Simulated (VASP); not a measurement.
# Pt (Fm-3m) in VASP: further runs

The runs below take Pt through single point, with PBE.

All numbers are computed with VASP 6.6.1; they aren't measurements. Logs are shortened: lines on timing, memory, paths and dates and some standing lists are left out, and cuts for length are marked.

**1. The cell of the first run**

Symmetry: Fm-3m, No. 225, cubic system. Conventional cell: a = 3.972 Å, b = 3.972 Å, c = 3.972 Å, α = 90.00°, β = 90.00°, γ = 90.00°. Within 3.7 Å of Pt (site symmetry m-3m) lie 12 Pt at 2.81 Å.

**2. Single point, PBE**

The input, INCAR:

```
PREC = Accurate
ENCUT = 520
EDIFF = 1E-6
ISMEAR = -1
SIGMA = 0.1
LREAL = F
LASPH = T
NELM = 80
ALGO = Normal
ISIF = 2
LWAVE = F
LCHARG = F
GGA = PE
NBANDS = 11
```

The input, KPOINTS:

```
Automatic mesh
0
Gamma
  5 5 5
```

The input, POSCAR:

```
Pt
1.0
    0.0000000000      1.9857786488      1.9857786488
    1.9857786488      0.0000000000      1.9857786488
    1.9857786488      1.9857786488      0.0000000000
Pt
1
Direct
    0.0000000000      0.0000000000      0.0000000000
```

Potentials or basis: VASP PAW PBE potentials, release 64 (Pt).

The run is started by

```sh
$ cat potpaw_PBE.64/Pt/POTCAR > POTCAR
$ mpirun -np 1 vasp_std > vasp.out
```

OUTCAR:

```text
PREC = Accurate
   ENCUT = 520
   EDIFF = 1E-6
   ISMEAR = -1
   LREAL = F
   LASPH = T
   NELM = 80
   ISIF = 2
   GGA = PE

 ion  position               nearest neighbor table
   1  0.000  0.000  0.000-

  LATTYP: Found a face centered cubic cell.
 ALAT       =     3.9715572976

  Lattice vectors:

 A1 = (   0.0000000000,   1.9857786488,   1.9857786488)
 A2 = (   1.9857786488,   0.0000000000,   1.9857786488)
 A3 = (   1.9857786488,   1.9857786488,   0.0000000000)

Analysis of symmetry for initial positions (statically):
=====================================================================
 Subroutine PRICEL returns:
 Original cell was already a primitive cell.

 Routine SETGRP: Setting up the symmetry group for a
 face centered cubic supercell.

 Subroutine GETGRP returns: Found 48 space group operations
 (whereof 48 operations were pure point group operations)
 out of a pool of 48 trial point group operations.

The static configuration has the point symmetry O_h .

Analysis of symmetry for dynamics (positions and initial velocities):
=====================================================================
 Subroutine PRICEL returns:
 Original cell was already a primitive cell.

 Routine SETGRP: Setting up the symmetry group for a
 face centered cubic supercell.

 Subroutine GETGRP returns: Found 48 space group operations
 (whereof 48 operations were pure point group operations)
 out of a pool of 48 trial point group operations.

The dynamic configuration has the point symmetry O_h .

 Subroutine INISYM returns: Found 48 space group operations
 (whereof 48 operations are pure point group operations),
 and found     1 'primitive' translations

----------------------------------------------------------------------------------------

                                     Primitive cell

  volume of cell :      15.6611

  direct lattice vectors                    reciprocal lattice vectors
     0.000000000  1.985778649  1.985778649    -0.251790400  0.251790400  0.251790400
     1.985778649  0.000000000  1.985778649     0.251790400 -0.251790400  0.251790400
     1.985778649  1.985778649  0.000000000     0.251790400  0.251790400 -0.251790400

  length of vectors
     2.808315097  2.808315097  2.808315097     0.436113765  0.436113765  0.436113765

  position of ions in fractional coordinates (direct lattice)
     0.000000000  0.000000000  0.000000000

  ion indices of the primitive-cell ions
   primitive index   ion index
                 1           1

----------------------------------------------------------------------------------------

 KPOINTS: Automatic mesh

Automatic generation of k-mesh.
 Grid dimensions read from file:
 generate k-points for:    5    5    5

 Generating k-lattice:

  Cartesian coordinates                     Fractional coordinates (reciprocal lattice)
    -0.050358080  0.050358080  0.050358080     0.200000000  0.000000000  0.000000000
     0.050358080 -0.050358080  0.050358080     0.000000000  0.200000000  0.000000000
     0.050358080  0.050358080 -0.050358080     0.000000000  0.000000000  0.200000000

  Length of vectors
     0.087222753  0.087222753  0.087222753

  Shift w.r.t. Gamma in fractional coordinates (k-lattice)
     0.000000000  0.000000000  0.000000000

 Subroutine IBZKPT returns following result:
 ===========================================

 Found     10 irreducible k-points:

 Following reciprocal coordinates:
            Coordinates               Weight
  0.000000  0.000000  0.000000      1.000000
  0.200000  0.000000  0.000000      8.000000
  0.400000  0.000000  0.000000      8.000000
  0.200000  0.200000  0.000000      6.000000
  0.400000  0.200000  0.000000     24.000000
 -0.400000  0.200000  0.000000     24.000000
 -0.200000  0.200000  0.000000     12.000000
  0.400000  0.400000  0.000000      6.000000
 -0.400000  0.400000  0.000000     12.000000
 -0.400000  0.400000  0.200000     24.000000
   k-points           NKPTS =     10   k-points in BZ     NKDIM =     10   number of bands    NBANDS=     11
   number of dos      NEDOS =    301   number of ions     NIONS =      1
   total plane-waves  NPLWV =  13824
   dimension x,y,z NGX =    24 NGY =   24 NGZ =   24
   dimension x,y,z NGXF=    48 NGYF=   48 NGZF=   48
   ions per type =               1
   NGX,Y,Z   is equivalent  to a cutoff of  14.21, 14.21, 14.21 a.u.
   NGXF,Y,Z  is equivalent  to a cutoff of  28.41, 28.41, 28.41 a.u.
 SYSTEM =  unknown system
   PREC   = accura    normal or accurate (medium, high low for compatibility)
   ISTART =      0    job   : 0-new  1-cont  2-samecut
   ICHARG =      2    charge: 1-file 2-atom 10-const
   ISPIN  =      1    spin polarized calculation?
   LNONCOLLINEAR =      F non collinear calculations
   LSORBIT =      F    spin-orbit coupling
   LASPH  =      T    aspherical Exc in radial PAW
   ENCUT  =  520.0 eV  38.22 Ry    6.18 a.u.   5.22  5.22  5.22*2*pi/ulx,y,z
   NELM   =     80;   NELMIN=  2; NELMDL= -5     # of ELM steps
   EDIFF  = 0.1E-05   stopping-criterion for ELM
   LREAL  =      F    real-space projection
   EDIFFG = 0.1E-04   stopping-criterion for IOM
   NSW    =      0    number of steps for IOM
   IBRION =     -1    ionic relax: 0-MD 1-quasi-New 2-CG
   NFREE  =      0    steps in history (QN), initial steepest desc. (CG)
   ISIF   =      2    stress and relaxation
   ISYM   =      2    0-nonsym 1-usesym 2-fastsym
   POTIM  = 0.5000    time-step for ionic-motion
   TEBEG  =    0.0;   TEEND  =   0.0 temperature during run
   PSTRESS=    0.0 pullay stress
   NELECT =      10.0000    total number of electrons
   NUPDOWN=      -1.0000    fix difference up-down
   EMIN   =  10.00;   EMAX   =-10.00  energy-range for DOS
   EFERMI =   0.00;   METHOD = LEGACY
   ISMEAR =    -1;   SIGMA  =   0.10  broadening in eV -4-tet -1-fermi 0-gaus
   EFERMI_NEDOS =   21; number of points for ismear=-14 and -15
   IALGO  =     38    algorithm
   IMIX   =      4    mixing-type and parameters
     AMIX     =   0.40;   BMIX     =  1.00
     AMIX_MAG =   1.60;   BMIX_MAG =  1.00
  volume/ion in A,a.u.               =      15.66       105.69
  Fermi-wavevector in a.u.,A,eV,Ry     =   1.409724  2.663991 27.039142  1.987321
  Thomas-Fermi vector in A             =   2.531750
   LORBIT       =      0    0 simple, 1 ext, 2 COOP (PROOUT), +10 PAW based schemes
   GGA     = PE    functional components
   LHFCALC =     F    Hartree Fock is set to
   AEXX    =    0.0000 exact exchange contribution
   IVDW    =     0    specifies the selected vdW correction
   LEPSILON=     F    determine dielectric tensor
   LRPA    =     F    only Hartree local field effects (RPA)
 non-spin polarized calculation
  energy-cutoff  :      520.00
  volume of cell :       15.66
 maximum number of plane-waves:       432
 NGX is ok and might be reduce to    24
   NGX = 11   NGY = 11   NGZ = 11

 number of electron      10.0000002 magnetization

 Free energy of the ion-electron system (eV)
  ---------------------------------------------------
  ext. energy  EPLUGINS =         0.00000000
  ---------------------------------------------------
  free energy    TOTEN  =        -5.85997391 eV

  energy without entropy =       -5.76300642  energy(sigma->0) =       -5.81149016

 E-fermi :  10.5267     XC(G=0): -13.2658

 val. band max:       10.4849796750   @ k =   0.4000   0.2000   0.0000
 cond. band min:      10.6179500812   @ k =  -0.4000   0.4000   0.0000
 fundamental gap:      0.1329704062
 Fermi energy:        10.5267021883

 k-point     1 :       0.0000    0.0000    0.0000
  band No.  band energies     occupation
      1       0.7559      2.00000
      2       7.0033      2.00000
      3       7.0033      2.00000
      4       7.0033      2.00000
      5       9.0238      2.00000
      6       9.0238      2.00000
      7      25.2900      0.00000
      8      30.0401      0.00000
      9      30.0401      0.00000
     10      30.0401      0.00000
     11      35.2414      0.00000

 k-point     2 :       0.2000    0.0000    0.0000
  band No.  band energies     occupation
      1       2.1557      2.00000
      2       6.6117      2.00000
      3       7.3629      2.00000
      4       7.3629      2.00000
      5       8.9860      2.00000
      6       8.9860      2.00000
      7      25.2945      0.00000
      8      26.8774      0.00000
      9      32.1043      0.00000
     10      32.1043      0.00000
     11      34.1653      0.00000

 k-point     3 :       0.4000    0.0000    0.0000
  band No.  band energies     occupation
      1       3.5976      2.00000
      2       7.0407      2.00000
      3       7.0407      2.00000
      4       8.7724      2.00000
      5      10.2633      1.86606
      6      10.2633      1.86606
      7      18.1935      0.00000
      8      25.2611      0.00000
      9      30.1506      0.00000
     10      30.1506      0.00000
     11      37.2545      0.00000

 k-point     4 :       0.2000    0.2000    0.0000
  band No.  band energies     occupation
      1       2.6449      2.00000
      2       5.9288      2.00000
      3       7.9299      2.00000
      4       8.0242      2.00000
      5       8.0242      2.00000
      6       9.5141      1.99992
      7      28.0320      0.00000
      8      28.0775      0.00000
      9      28.7836      0.00000
     10      28.7836      0.00000
     11      33.7867      0.00000

 k-point     5 :       0.4000    0.2000    0.0000
  band No.  band energies     occupation
      1       4.3551      2.00000
      2       5.8490      2.00000
      3       6.9416      2.00000
      4       8.2102      2.00000
      5      10.4850      1.20564
      6      10.8324      0.08986
      7      20.9169      0.00000
      8      26.5904      0.00000
      9      26.8820      0.00000
     10      29.4865      0.00000
     11      35.1764      0.00000

 k-point     6 :      -0.4000    0.2000    0.0000
  band No.  band energies     occupation
      1       4.6769      2.00000
      2       6.2522      2.00000
      3       7.5141      2.00000
      4       7.8455      2.00000
      5      10.1730      1.94346
      6      13.9357      0.00000
      7      16.6785      0.00000
      8      24.3149      0.00000
      9      27.5914      0.00000
     10      28.4939      0.00000
     11      36.6971      0.00000

 k-point     7 :      -0.2000    0.2000    0.0000
  band No.  band energies     occupation
      1       4.0436      2.00000
      2       6.1107      2.00000
      3       7.0422      2.00000
      4       8.1231      2.00000
      5       8.3253      2.00000
      6      10.9480      0.02917
      7      23.0093      0.00000
      8      25.5135      0.00000
      9      28.7759      0.00000
     10      31.1602      0.00000
     11      34.0582      0.00000

 k-point     8 :       0.4000    0.4000    0.0000
  band No.  band energies     occupation
      1       4.0489      2.00000
      2       4.5376      2.00000
      3      10.3424      1.72670
      4      10.3950      1.57752
      5      10.4156      1.50457
      6      10.4156      1.50457
      7      21.9424      0.00000
      8      22.9932      0.00000
      9      22.9932      0.00000
     10      29.7070      0.00000
     11      32.6018      0.00000

 k-point     9 :      -0.4000    0.4000    0.0000
  band No.  band energies     occupation
      1       4.4428      2.00000
      2       5.0434      2.00000
      3       8.4740      2.00000
      4       9.6757      1.99960
      5      10.6180      0.57299
      6      15.9580      0.00000
      7      17.0184      0.00000
      8      20.6688      0.00000
      9      23.9355      0.00000
     10      30.7580      0.00000
     11      35.2510      0.00000

 k-point    10 :      -0.4000    0.4000    0.2000
  band No.  band energies     occupation
      1       5.3255      2.00000
      2       5.6899      2.00000
      3       6.5137      2.00000
      4       9.0682      2.00000
      5      10.4017      1.55447
      6      14.5168      0.00000
      7      19.5318      0.00000
      8      20.8292      0.00000
      9      24.0938      0.00000
     10      33.0173      0.00000
     11      33.7358      0.00000

------------------------ aborting loop because EDIFF is reached ----------------------------------------

  FORCE on cell =-STRESS in cart. coord.  units (eV):
  Direction    XX          YY          ZZ          XY          YZ          ZX
  --------------------------------------------------------------------------------------
  -------------------------------------------------------------------------------------
  Total        0.4286430      0.4286430      0.4286430     -0.0000000     -0.0000000     -0.0000000
  in kB       43.8514369     43.8514369     43.8514369     -0.0000000     -0.0000000     -0.0000000
  external PRESSURE =      43.8514369 kB  Pullay stress =       0.0000000 kB

 VOLUME and BASIS-vectors are now :
 -----------------------------------------------------------------------------
  energy-cutoff  :      520.00
  volume of cell :       15.66
      direct lattice vectors                 reciprocal lattice vectors
     0.000000000  1.985778649  1.985778649    -0.251790400  0.251790400  0.251790400
     1.985778649  0.000000000  1.985778649     0.251790400 -0.251790400  0.251790400
     1.985778649  1.985778649  0.000000000     0.251790400  0.251790400 -0.251790400

 POSITION                                       TOTAL-FORCE (eV/Angst)
 -----------------------------------------------------------------------------------
      0.00000      0.00000      0.00000        -0.000000      0.000000      0.000000
 -----------------------------------------------------------------------------------
    total drift:                               -0.000000      0.000000     -0.000000

  FREE ENERGIE OF THE ION-ELECTRON SYSTEM (eV)
  ---------------------------------------------------
  free  energy   TOTEN  =        -5.8599739116 eV

  energy  without entropy=       -5.7630064152  energy(sigma->0) =       -5.81149016
```

It took 5.4 s on 1 thread of Intel Xeon 6975P-C, shared host; peak memory 0.14 GiB.

Results:

- Free energy: -5.8600 eV
- Pressure: 4.4 GPa
- Band gap on the k mesh: zero (band 5 reaches 10.62 eV, above the bottom of band 6 at 8.99 eV)

Caveat: the k points lie up to 0.55 Å⁻¹ apart; spin-orbit coupling is left out, which moves the levels of the heavy elements.

**3. Single point, PBE**

The input, INCAR:

```
SYSTEM = Pt
ALGO     = Normal         ! electronic algorithm
EDIFF    = 1E-6           ! SCF threshold, eV
ENCUT    = 520            ! plane-wave cutoff, eV
GGA      = PE             ! functional
ISIF     = 2              ! what is computed and relaxed
ISMEAR   = -1             ! smearing method
LASPH    = .TRUE.         ! aspherical terms in the spheres
LCHARG   = .FALSE.        ! write CHGCAR
LREAL    = .FALSE.        ! projectors in reciprocal space
LWAVE    = .FALSE.        ! write WAVECAR
NBANDS   = 11             ! bands
NELM     = 60             ! most SCF steps
PREC     = Accurate       ! precision mode
SIGMA    = 0.1            ! smearing width, eV
```

The input, KPOINTS:

```
k-points
0
G
  7 7 7
  0 0 0
```

POSCAR is that of step 2.

Potentials or basis: VASP PAW PBE potentials, release 64 (Pt).

The run is started by

```sh
$ cat potpaw_PBE.64/Pt/POTCAR > POTCAR
$ mpirun -np 1 vasp_std > vasp.out
```

Run time: 6.4 s. Hardware: 1 thread of Intel Xeon 6975P-C, shared host; peak memory 0.14 GiB.

It converged, with:

```yaml
Free_energy: -6.1028 eV
Pressure: 0.9 GPa
Band_gap_on_the_k_mesh: zero (band 5 reaches 10.84 eV, above the bottom of band 6 at 8.95 eV)
```

Levels at points of the mesh, in eV from the Fermi level:
| k point | band 1 | band 2 | band 3 | band 4 | band 5 | band 6 | band 7 | band 8 | band 9 | band 10 |
| --- | --- | --- | --- | --- | --- | --- | --- | --- | --- | --- |
| (0.00, 0.00, 0.00) | -9.92 | -3.65 | -3.65 | -3.65 | -1.62 | -1.62 | 14.62 | 19.37 | 19.37 | 19.37 |

Caveat: the k points lie up to 0.39 Å⁻¹ apart; spin-orbit coupling is left out, which moves the levels of the heavy elements.

**4. Single point, PBE**

The input, INCAR:

```
ALGO = Normal ; EDIFF = 1E-6
ENCUT = 520 ; GGA = PE
ISIF = 2 ; ISMEAR = -1
LASPH = True ; LCHARG = False
LREAL = False ; LWAVE = False
NBANDS = 11 ; NELM = 80
PREC = Accurate ; SIGMA = 0.1
```

The input, KPOINTS:

```
k-points
0
Gamma
  8 8 8
```

POSCAR is that of step 3.

The run is started by

```sh
$ cat potpaw_PBE.64/Pt/POTCAR > POTCAR
$ mpirun -np 1 vasp_std > vasp.out
```

Run time: 7.6 s. Hardware: 1 thread of Intel Xeon 6975P-C, shared host; peak memory 0.14 GiB.

Results (log left out):

* Free energy: -6.1132 eV
* Pressure: -0.8 GPa
* Band gap on the k mesh: zero (band 5 reaches 10.98 eV, above the bottom of band 6 at 8.89 eV)

Levels at points of the mesh, in eV from the Fermi level:
```tsv
k point	band 1	band 2	band 3	band 4	band 5	band 6	band 7	band 8	band 9	band 10
(0.00, 0.00, 0.00)	-9.72	-3.51	-3.51	-3.51	-1.49	-1.49	14.82	19.57	19.57	19.57
(0.50, 0.00, 0.00)	-6.87	-3.57	-3.57	-0.24	0.08	0.08	5.62	14.38	18.79	18.79
(0.50, 0.50, 0.00)	-6.61	-6.17	0.04	0.50	0.50	1.93	8.54	11.35	11.35	19.76
```

Caveat: spin-orbit coupling is left out, which moves the levels of the heavy elements.

**5. Single point, PBE**

The input, INCAR:

```
PREC = Accurate
ENCUT = 520
EDIFF = 1E-6
ISMEAR = -1
SIGMA = 0.1
LREAL = F
LASPH = T
NELM = 60
ALGO = Normal
ISIF = 2
LWAVE = F
LCHARG = T
GGA = PE
LELF = T
LVHAR = T
NBANDS = 11
```

The input, KPOINTS:

```
regular mesh
0
Gamma
  11 11 11
```

POSCAR is that of step 4.

The run is started by

```sh
$ cat potpaw_PBE.64/Pt/POTCAR > POTCAR
$ mpirun -np 1 vasp_std > vasp.out
```

It took 12 s on 1 thread of Intel Xeon 6975P-C, shared host; peak memory 0.14 GiB.

The run converged. Its results:

* Free energy: -6.1365 eV
* Pressure: -0.7 GPa
* Band gap on the k mesh: zero (band 5 reaches 10.91 eV, above the bottom of band 6 at 8.93 eV)

Levels at points of the mesh, in eV from the Fermi level:
| k point | band 3 | band 4 | band 5 | band 6 | band 7 | band 8 |
| --- | --- | --- | --- | --- | --- | --- |
| (0.00, 0.00, 0.00) | -3.54 | -3.54 | -1.52 | -1.52 | 14.77 | 19.52 |

Caveat: spin-orbit coupling is left out, which moves the levels of the heavy elements.

**6. The runs side by side**

| k mesh | gap on the mesh (eV) | pressure (GPa) |
| --- | --- | --- |
| 5 × 5 × 5 | none | 4.4 |
| 7 × 7 × 7 | none | 0.9 |
| 8 × 8 × 8 | none | -0.8 |
| 11 × 11 × 11 | none | -0.7 |

Alike in all rows: task single point; level PBE; potentials or basis VASP PAW PBE potentials, release 64 (Pt); no spin polarisation; cell as given; cutoff (eV) 520; smearing fermi-dirac 0.1 eV.

Caveats: some runs use coarse meshes; spin-orbit coupling is left out, which moves the levels of the heavy elements.

Total energies depend on the potentials used, so only differences within one code and one set of settings carry meaning.
